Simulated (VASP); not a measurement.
Write the native input for VASP 6.6.1 that does the following.

```yaml
Task: single point
Functional: PBEsol
Potentials_or_basis: VASP PAW PBE potentials, release 64 (Sr_sv)
Cutoff: 520 eV
k_mesh: 12 × 12 × 10
Occupations: gaussian, width 0.1 eV
Spin: no spin polarisation
Dipole_correction: no
Further_INCAR_settings: ALGO = Fast; EDIFF = 1e-07; NBANDS = 17
```

The structure of Sr lies in POSCAR:

```
Sr
1.0
    2.9283402038      2.9283402038      0.0000000000
   -2.9653141963      2.9653141963      0.0000000000
    0.0000000000      0.0000000000      5.9306283926
Sr
2
Direct
    0.0000000000      0.0000000000      0.0000000000
    0.5000000000      0.5000000000      0.5000000000
```

This cell differs from its parent crystal: uniaxial strain along a: -1.0 %.

The input as run:

INCAR

```
  ALGO = Fast
  EDIFF = 1E-7
  ENCUT = 520
  GGA = PS
  ISIF = 2
  ISMEAR = 0
  LASPH = T
  LCHARG = T
  LELF = T
  LREAL = F
  LVHAR = T
  LWAVE = F
  NBANDS = 17
  NELM = 80
  PREC = Accurate
  SIGMA = 0.1
```

KPOINTS

```
k-points
0
Gamma
  12 12 10
```

Potentials or basis: VASP PAW PBE potentials, release 64 (Sr_sv).

Run with:

```console
$ cat potpaw_PBE.64/Sr_sv/POTCAR > POTCAR
$ mpirun -np 1 vasp_std > vasp.out
```

Results of the run:

* Pressure: 0.1 GPa
* Band gap on the k mesh: zero (bands 10 and 11 overlap by 0.02 eV)

Caveat: the cell differs from its parent crystal (uniaxial strain along a: -1.0 %); the PAW data sets were made with another functional, which shifts forces and pressure a little.

Run time: 15 min on 1 thread of Intel Xeon 8259CL, on a shared host, peak memory 0.54 GiB.
